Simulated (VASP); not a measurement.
# Mg2C3 (C2/m) in VASP: a series of runs, part 2 of 2

VASP 6.6.1.

## (4) Single point, PBE+D4 (10.80 Å³/atom)

This run uses another cell than the first one, of 10.80 Å³/atom.

Contents of INCAR:

```
SYSTEM = Mg2C3
PREC = Accurate ; ENCUT = 520
EDIFF = 1E-7 ; ISMEAR = 0
SIGMA = 0.05 ; LREAL = .FALSE.
LASPH = .TRUE. ; NELM = 60
ALGO = Normal ; ISIF = 2
LWAVE = .FALSE. ; LCHARG = .TRUE.
GGA = PE ; IVDW = 13
LELF = .TRUE. ; LVHAR = .TRUE.
NBANDS = 16
```

Contents of KPOINTS:

```
regular mesh
0
G
  8 8 6
  0 0 0
```

Contents of POSCAR:

```
Mg2C3
1.0
    2.3929009618     -2.3283759636     -0.0031136527
    2.3929009618      2.3283759636     -0.0031136527
   -1.2217464505      0.0000000000      4.8478303268
Mg C
2 3
Direct
    0.8093522991      0.8093522991      0.1988168970
    0.1906477009      0.1906477009      0.8011831030
    0.3017283165      0.3017283165      0.2615576924
    0.6982716835      0.6982716835      0.7384423076
    0.5000000000      0.5000000000      0.5000000000
```

Potentials or basis: VASP PAW PBE potentials, release 64 (Mg, C).

The run is started by

```sh
> cat potpaw_PBE.64/Mg/POTCAR potpaw_PBE.64/C/POTCAR > POTCAR
> mpirun -np 1 vasp_std > vasp.out
```

OUTCAR:

```text
SYSTEM = Mg2C3
   PREC = Accurate
   ENCUT = 520
   EDIFF = 1E-7
   ISMEAR = 0
   LREAL = .FALSE.
   LASPH = .TRUE.
   NELM = 60
   ISIF = 2
   GGA = PE
   IVDW = 13

 ion  position               nearest neighbor table
   1  0.809  0.809  0.199-   4 2.23   3 2.30   3 2.35   3 2.35   5 2.36   3 2.52   5 2.80   5 2.80
                             2 3.01   2 3.02   2 3.02   2 3.11   2 3.13
   2  0.191  0.191  0.801-   3 2.23   4 2.30   4 2.35   4 2.35   5 2.36   4 2.52   5 2.80   5 2.80
                             1 3.01   1 3.02   1 3.02   1 3.11   1 3.13
   3  0.302  0.302  0.262-   5 1.33   2 2.23   1 2.30   1 2.35   1 2.35   1 2.52
[... 670 lines left out ...]
  -------------------------------------------------------------------------------------
  Total      -0.09320    -0.12134     0.00547     0.00000     0.00000     0.08659
  in kB      -2.76515    -3.60006     0.16218     0.00000     0.00000     2.56911
  external pressure =       -2.07 kB  Pullay stress =        0.00 kB

 VOLUME and BASIS-vectors are now :
 -----------------------------------------------------------------------------
  energy-cutoff  :      520.00
  volume of cell :       54.00
      direct lattice vectors                 reciprocal lattice vectors
     2.392900962 -2.328375964 -0.003113653     0.209019941 -0.214741952  0.052677044
     2.392900962  2.328375964 -0.003113653     0.209019941  0.214741952  0.052677044
    -1.221746450  0.000000000  4.847830327     0.000268498  0.000000000  0.206345513

 POSITION                                       TOTAL-FORCE (eV/Angst)
 -----------------------------------------------------------------------------------
      3.63050      0.00000      0.95879        -0.002774      0.000000     -0.009240
     -0.06644      0.00000      3.88281         0.002774      0.000000      0.009240
      1.12445      0.00000      1.26611        -0.028220      0.000000     -0.037448
      2.43960      0.00000      3.57549         0.028220      0.000000      0.037448
      1.78203      0.00000      2.42080        -0.000000      0.000000     -0.000000
 -----------------------------------------------------------------------------------
    total drift:                               -0.000000      0.000000      0.000000

  FREE ENERGIE OF THE ION-ELECTRON SYSTEM (eV)
  ---------------------------------------------------
  free  energy   TOTEN  =       -30.3846276908 eV

  energy  without entropy=      -30.3846276908  energy(sigma->0) =      -30.38462769
```

stdout:

```text
POSCAR found type information on POSCAR MgC
 POSCAR found :  2 types and       5 ions
 scaLAPACK will be used
 LDA part: xc-table for (Slater+PW92), standard interpolation
 POSCAR, INCAR and KPOINTS ok, starting setup
 FFT: planning ... GRIDC
 FFT: planning ... GRID_SOFT
 FFT: planning ... GRID
 WAVECAR not read
 entering main loop
```

Run time: 2.5 min. Hardware: 1 thread of Intel Xeon 8259CL, shared host; peak memory 0.24 GiB.

What came out:

```
Free energy                : -30.3846 eV
Pressure                   : -0.2 GPa
Largest force              : 0.047 eV/Å
Band gap on the k mesh     : 1.65 eV (least direct gap 2.36 eV)
Dispersion energy per atom : -0.154 eV
```

Forces on the atoms (eV/Å):
```
Mg  -0.003  0.000 -0.009
Mg   0.003  0.000  0.009
C   -0.028  0.000 -0.037
C    0.028  0.000  0.037
C    0.000  0.000  0.000
```

Stress tensor (GPa, compression positive):
```
-0.28  0.00  0.26
 0.00 -0.36  0.00
 0.26  0.00  0.02
```

Levels at points of the mesh, in eV from the valence-band top:
```
           k point  band 6  band 7  band 8  band 9  band 10  band 11
(0.00, 0.00, 0.00)   -3.02   -1.48   -0.72    3.38     3.52     4.12
(0.50, 0.00, 0.00)   -3.23   -3.22   -0.16    3.00     4.55     6.29
(0.50, 0.50, 0.00)   -3.80   -2.47   -1.25    1.65     2.01     3.09
(0.00, 0.00, 0.50)   -3.58   -0.96    0.00    3.13     3.45     4.05
(0.50, 0.00, 0.50)   -3.20   -1.38   -0.25    2.11     3.87     5.82
(0.50, 0.50, 0.50)   -4.00   -3.03   -2.09    2.00     3.41     5.43
```

A k mesh can miss the band edges. PBE gaps usually lie below the measured ones, often by a third to a half.

## (5) Single point, PBEsol+D3(BJ) (10.91 Å³/atom)

This run uses another cell than the first one, of 10.91 Å³/atom.

Contents of INCAR:

```
SYSTEM = Mg2C3
ALGO     = Normal         ! electronic algorithm
EDIFF    = 1E-7           ! SCF threshold, eV
ENCUT    = 520            ! plane-wave cutoff, eV
GGA      = PS             ! functional
ISIF     = 2              ! what is computed and relaxed
ISMEAR   = 0              ! smearing method
IVDW     = 12             ! dispersion correction
LASPH    = .TRUE.         ! aspherical terms in the spheres
LCHARG   = .FALSE.        ! write CHGCAR
LREAL    = .FALSE.        ! projectors in reciprocal space
LWAVE    = .FALSE.        ! write WAVECAR
NBANDS   = 16             ! bands
NELM     = 80             ! most SCF steps
PREC     = Accurate       ! precision mode
SIGMA    = 0.05           ! smearing width, eV
```

Contents of KPOINTS:

```
k-points
0
G
  8 8 6
  0 0 0
```

Contents of POSCAR:

```
Mg2C3
1.0
    2.4085291243     -2.3375932429      0.0009669161
    2.4085291243      2.3375932429      0.0009669161
   -1.2212965829      0.0000000000      4.8438250382
Mg C
2 3
Direct
    0.8093965787      0.8093965787      0.1992504495
    0.1906034213      0.1906034213      0.8007495505
    0.3005688021      0.3005688021      0.2632028876
    0.6994311979      0.6994311979      0.7367971124
    0.5000000000      0.5000000000      0.5000000000
```

The run is started by

```sh
> cat potpaw_PBE.64/Mg/POTCAR potpaw_PBE.64/C/POTCAR > POTCAR
> mpirun -np 1 vasp_std > vasp.out
```

It took 2.5 min on 1 thread of Intel Xeon 8259CL, shared host; peak memory 0.25 GiB.

The run converged. Its results:

* Free energy: -32.3341 eV
* Pressure: -4.3 GPa
* Largest force: 0.074 eV/Å
* Band gap on the k mesh: 1.69 eV (least direct gap 2.38 eV)
* Dispersion energy per atom: -0.199 eV

Forces in eV/Å, atoms in the order of the input:
```
Mg   0.000  0.000 -0.007
Mg   0.000  0.000  0.007
C   -0.036  0.000 -0.065
C    0.036  0.000  0.065
C    0.000  0.000  0.000
```

Stress tensor (GPa, compression positive):
```
-4.39  0.00  0.28
 0.00 -4.48  0.00
 0.28  0.00 -4.00
```

Levels at points of the mesh, in eV from the valence-band top:
```tsv
k point	band 6	band 7	band 8	band 9	band 10	band 11
(0.00, 0.00, 0.00)	-2.94	-1.49	-0.71	3.37	3.52	4.08
(0.50, 0.00, 0.00)	-3.18	-3.15	-0.15	2.96	4.62	6.19
(0.50, 0.50, 0.00)	-3.72	-2.39	-1.18	1.69	1.96	3.09
(0.00, 0.00, 0.50)	-3.54	-0.98	0.00	3.15	3.44	4.07
(0.50, 0.00, 0.50)	-3.13	-1.29	-0.24	2.14	3.83	5.74
(0.50, 0.50, 0.50)	-3.93	-2.96	-2.07	2.07	3.44	5.52
```

Caveat: the cell stands under tension; the PAW data sets were made with another functional, which shifts forces and pressure a little.

## (6) Single point, RPBE+D4

This run uses another cell than the first one, of 10.97 Å³/atom.

Contents of INCAR:

```
PREC = Accurate ; ENCUT = 520
EDIFF = 1E-7 ; ISMEAR = 0
SIGMA = 0.05 ; LREAL = F
LASPH = T ; NELM = 60
ALGO = Normal ; ISIF = 2
LWAVE = F ; LCHARG = F
GGA = RP ; IVDW = 13
NBANDS = 16
```

Contents of KPOINTS:

```
Automatic mesh
0
Gamma
  8 8 6
```

Contents of POSCAR:

```
Mg2C3
1.0
    2.4096511288     -2.3397111490     -0.0042845148
    2.4096511288      2.3397111490     -0.0042845148
   -1.2326589520      0.0000000000      4.8685090436
Mg C
2 3
Direct
    0.8096880787      0.8096880787      0.1998547886
    0.1903119213      0.1903119213      0.8001452114
    0.3012279399      0.3012279399      0.2621533186
    0.6987720601      0.6987720601      0.7378466814
    0.5000000000      0.5000000000      0.5000000000
```

Potentials or basis: VASP PAW PBE potentials, release 64 (Mg, C).

The run is started by

```sh
> cat potpaw_PBE.64/Mg/POTCAR potpaw_PBE.64/C/POTCAR > POTCAR
> mpirun -np 1 vasp_std > vasp.out
```

Wall time 2.5 min (1 thread of Intel Xeon 8259CL, shared host); peak memory 0.24 GiB.

The run converged. Its results:

| Quantity | Value |
| --- | --- |
| Free energy | -29.5834 eV |
| Pressure | -2.0 GPa |
| Largest force | 0.062 eV/Å |
| Band gap on the k mesh | 1.71 eV (least direct gap 2.37 eV) |
| Dispersion energy per atom | -0.329 eV |

Forces in eV/Å, atoms in the order of the input:
```
Mg   0.003  0.000 -0.010
Mg  -0.003  0.000  0.010
C   -0.040  0.000 -0.047
C    0.040  0.000  0.047
C    0.000  0.000  0.000
```

Stress tensor (GPa, compression positive):
```
-2.05  0.00  0.24
 0.00 -2.18  0.00
 0.24  0.00 -1.90
```

Levels at points of the mesh, in eV from the valence-band top:
```csv
k point,band 5,band 6,band 7,band 8,band 9,band 10,band 11,band 12
"(0.00, 0.00, 0.00)",-3.38,-3.01,-1.46,-0.71,3.34,3.52,4.11,7.44
"(0.50, 0.00, 0.00)",-4.76,-3.21,-3.17,-0.15,3.00,4.56,6.24,6.64
"(0.50, 0.50, 0.00)",-5.47,-3.77,-2.41,-1.21,1.71,2.06,3.10,5.55
"(0.00, 0.00, 0.50)",-3.81,-3.56,-0.95,0.00,3.14,3.45,4.05,5.85
"(0.50, 0.00, 0.50)",-4.07,-3.17,-1.35,-0.24,2.12,3.85,5.76,6.61
"(0.50, 0.50, 0.50)",-5.24,-3.96,-2.95,-2.05,2.07,3.47,5.42,6.53
```

Caveat: the PAW data sets were made with another functional, which shifts forces and pressure a little.

## (7) Summary

| level | cell | gap on the mesh (eV) | pressure (GPa) | largest force (eV/Å) |
| --- | --- | --- | --- | --- |
| PBEsol+D3(BJ) | a = 3.334, b = 3.334, c = 4.962 Å, angles 99.9, 99.9, 88.2°, 5 atoms, atomic positions A | 1.71 | -2.3 | 0.07 |
| RPBE+D4 | a = 3.343, b = 3.343, c = 4.983 Å, angles 100.1, 100.1, 88.2°, 5 atoms, atomic positions A | 1.76 | -0.3 | 0.06 |
| PBE+D4 | a = 3.339, b = 3.339, c = 4.999 Å, angles 100.1, 100.1, 88.4°, 5 atoms, atomic positions B | 1.65 | -0.2 | 0.05 |
| PBEsol+D3(BJ) | a = 3.356, b = 3.356, c = 4.995 Å, angles 100.1, 100.1, 88.3°, 5 atoms, atomic positions A | 1.69 | -4.3 | 0.07 |
| RPBE+D4 | a = 3.359, b = 3.359, c = 5.022 Å, angles 100.2, 100.2, 88.3°, 5 atoms, atomic positions A | 1.71 | -2.0 | 0.06 |

Alike in all rows: task single point; potentials or basis VASP PAW PBE potentials, release 64 (Mg, C); no spin polarisation; k mesh 8 × 8 × 6; cutoff (eV) 520; smearing gaussian 0.05 eV.

Caveats: the PAW data sets were made with another functional, which shifts forces and pressure a little (at least some runs); the cell stands under tension (at least some runs).

Absolute energies hang on the potentials; compare differences alone.
